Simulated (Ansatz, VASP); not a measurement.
## One calculation of PbSe, two programs

INCAR

```
SYSTEM = PbSe
  ALGO = Normal
  EDIFF = 1E-7
  ENCUT = 520
  GGA = CA
  ISIF = 2
  ISMEAR = 0
  LASPH = .TRUE.
  LCHARG = .FALSE.
  LREAL = .FALSE.
  LWAVE = .FALSE.
  NBANDS = 28
  NELM = 100
  PREC = Accurate
  SIGMA = 0.05
```

Contents of KPOINTS:

```
k-points
0
G
  8 8 6
  0 0 0
```

POSCAR

```
PbSe
1.0
    4.2709919997      0.0000000000      0.0000000000
   -2.1354959999      3.6987875711      0.0000000000
    0.0000000000      0.0000000000      7.6440140151
Pb Se
2 2
Direct
    0.3333333333      0.6666666667      0.2500000000
    0.6666666667      0.3333333333      0.7500000000
    0.0000000000      0.0000000000      0.0000000000
    0.0000000000      0.0000000000      0.5000000000
```

Input for Ansatz:

```yaml
crystal:
  lattice:
    - [4.2709919997, 0.0, 0.0]
    - [-2.1354959999, 3.6987875711, 0.0]
    - [0.0, 0.0, 7.6440140151]
  atoms:
    - { symbol: Pb, position: [0.3333333333, 0.6666666667, 0.25] }
    - { symbol: Pb, position: [0.6666666667, 0.3333333333, 0.75] }
    - { symbol: Se, position: [0.0, 0.0, 0.0] }
    - { symbol: Se, position: [0.0, 0.0, 0.5] }
basis:
  ecutwfc: 420
  ecutrho_ratio: 4
kpoints:
  mp_grid: { grid: [8, 8, 6] }
hamiltonian:
  xc: lda
scf:
  occupations: { method: gaussian, width: 0.05 }
output:
  forces: true
  stress: true
  eigenvalues: true
  populations: true
```

Alike in both runs: task single point; functional LDA; k mesh 8 × 8 × 6; occupations gaussian, width 0.05 eV; no spin polarisation.

|  | VASP | Ansatz |
| --- | --- | --- |
| version | VASP 6.6.1 | Ansatz 0.2.0 |
| potentials or method | VASP PAW LDA potentials, release 64 (Pb_d, Se), cutoff 520 eV | scalar-relativistic, plane waves, PAW |
| valence electrons in the cell | 40 | 60 |

VASP gave:

| Item | Value |
| --- | --- |
| gap on the k mesh at the Fermi level (eV) | 0.09 |
| least direct gap on the mesh (eV) | 0.14 |
| pressure (GPa) | -4.0 |
| traceless stress, the component that is largest in VASP (GPa) | -0.31 |

Question: What did Ansatz give for the same quantities?

Answer: gap on the k mesh at the Fermi level (eV): 0.11; least direct gap on the mesh (eV): 0.16; pressure (GPa): -4.1; traceless stress, the component that is largest in VASP (GPa): -0.33.

LDA's correlation is that of Perdew and Zunger in VASP and of Perdew and Wang (1992) in Ansatz. VASP's potentials hold 40 valence electrons a cell and Ansatz's 60, so a difference there can come from the potentials and not from the codes.

Spin-orbit coupling is off throughout.
